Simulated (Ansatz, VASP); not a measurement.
Br in VASP and in Ansatz

INCAR

```
SYSTEM = Br
PREC = Accurate
ENCUT = 600
EDIFF = 1E-6
ISMEAR = -1
SIGMA = 0.05
LREAL = .False.
LASPH = .True.
NELM = 100
ALGO = Normal
ISIF = 3
LWAVE = .False.
LCHARG = .False.
GGA = PS
IBRION = 2
NSW = 60
EDIFFG = -0.01
```

File KPOINTS:

```
Automatic mesh
0
Gamma
  7 7 3
  0 0 0
```

File POSCAR:

```
Br
1.0
    3.3632500000     -2.3225500000      0.0000000000
    3.3632500000      2.3225500000      0.0000000000
    0.0000000000      0.0000000000      8.7023000000
Br
4
Direct
    0.3651000000      0.6349000000      0.3901000000
    0.1349000000      0.8651000000      0.8901000000
    0.6349000000      0.3651000000      0.6099000000
    0.8651000000      0.1349000000      0.1099000000
```

File input.yaml:

```yaml
crystal:
  lattice:
    - [3.36325, -2.32255, 0.0]
    - [3.36325, 2.32255, 0.0]
    - [0.0, 0.0, 8.7023]
  atoms:
    - { symbol: Br, position: [0.3651, 0.6349, 0.3901] }
    - { symbol: Br, position: [0.1349, 0.8651, 0.8901] }
    - { symbol: Br, position: [0.6349, 0.3651, 0.6099] }
    - { symbol: Br, position: [0.8651, 0.1349, 0.1099] }
hamiltonian:
  xc: pbesol
  pseudopotentials: { kind: paw }
kpoints:
  mp_grid: { grid: [7, 7, 3] }
scf:
  occupations: { method: fermi_dirac, width: 0.05 }
output:
  forces: true
  stress: true
  eigenvalues: true
  write_density: true
  write_potential: true
  elf: true
  volumetric_format: npy
relax:
  f_tol: 0.01
  max_steps: 40
  cell: { stress_tol: 0.05 }
```

Alike in both runs: task relaxation of cell and atoms; functional PBEsol; k mesh 7 × 7 × 3; occupations fermi-dirac, width 0.05 eV; no spin polarisation.

|  | VASP | Ansatz |
| --- | --- | --- |
| version | VASP 6.6.1 | Ansatz 0.2.0 |
| potentials or method | VASP PAW PBE potentials, release 64 (Br) | Ansatz PAW |
| plane-wave cutoff (eV) | 600 | 420 |
| valence electrons in the cell | 28 | 28 |

Ansatz gave:

* gap on the k mesh at the Fermi level, each at its own relaxed structure (eV): 1.22
* relaxed volume (Å³/atom): 30.89
* relaxed cell length with the largest relative difference (Å): 4.125

Problem. What did VASP give for the same quantities?

Solution. gap on the k mesh at the Fermi level, each at its own relaxed structure (eV): 1.24; relaxed volume (Å³/atom): 30.81; relaxed cell length with the largest relative difference (Å): 4.113.

VASP's potentials were made for PBE, not for PBEsol.

Noted on Ansatz's run: odd divisions of the mesh miss points on the zone boundary, where band edges often lie, so the gap on the mesh can be too wide; the plane-wave basis is chosen anew once the cell has moved, so the energies of steps on either side of that aren't comparable.
